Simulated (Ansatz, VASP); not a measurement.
# Al3B2As: VASP beside Ansatz

```xyz
6
Lattice="5.4775 -1.9345 0.0021 5.4775 1.9345 0.0021 -0.1896 0.0000 3.8769" Properties=species:S:1:pos:R:3 pbc="T T T"
Al    8.0209    0.3190    2.9256
Al    5.3827   -0.7592    1.9405
Al    2.7445    0.3190    0.9554
B     7.0530    0.3085    0.9571
B     3.7123    0.3085    2.9239
As    5.4775    1.4382    0.0021
```

Change from the starting cell: the structure that the rattled cell fell into.

Alike in both runs: functional PBE; k mesh 10 × 10 × 10; occupations gaussian, width 0.02 eV; no spin polarisation.

Ansatz relaxed the structure, and its values are those at the end. VASP's run is a single point on that final structure, the one shown.

```csv
,VASP,Ansatz
version,VASP 6.6.1,Ansatz 0.2.0
potentials or method,"VASP PAW PBE potentials, release 64 (Al, B, As), cutoff 520 eV","scalar-relativistic, plane waves, PAW"
valence electrons in the cell,20,30
```

VASP gave:

- gap on the k mesh at the Fermi level (eV): 0.56
- least direct gap on the mesh (eV): 0.85
- pressure (GPa): 0.1
- rms of the force components (eV/Å): 0.011

Which values does Ansatz return?

gap on the k mesh at the Fermi level (eV): 0.56; least direct gap on the mesh (eV): 0.85; pressure (GPa): 0.0; rms of the force components (eV/Å): 0.001.

VASP's potentials hold 20 valence electrons a cell and Ansatz's 30, so a difference there can come from the potentials and not from the codes.
